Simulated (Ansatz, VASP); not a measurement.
# One calculation of Rb, two programs

```
Rb
1.0
    -2.66570    2.66570    2.73585
     2.66570   -2.66570    2.73585
     2.66570    2.66570   -2.73585
Rb
1
Direct
  0.00000 0.00000 0.00000
```

Change from the starting cell: strain -0.050 along x and y, -0.025 along z, atoms carried along.

Alike in both runs: task single point; functional PBE; k mesh 12 × 12 × 12; occupations gaussian, width 0.15 eV; no spin polarisation.

```csv
,VASP,Ansatz
version,VASP 6.6.1,Ansatz 0.2.0
potentials or method,"VASP PAW PBE potentials, release 64 (Rb_sv), cutoff 520 eV","scalar-relativistic, plane waves, PAW"
valence electrons in the cell,9,9
```

```csv
,VASP,Ansatz,Ansatz less VASP
gap on the k mesh at the Fermi level (eV),none,none,-
pressure (GPa),0.6,0.6,0.00
```

A gap of «none» marks a metal or a gap that the smearing closes.
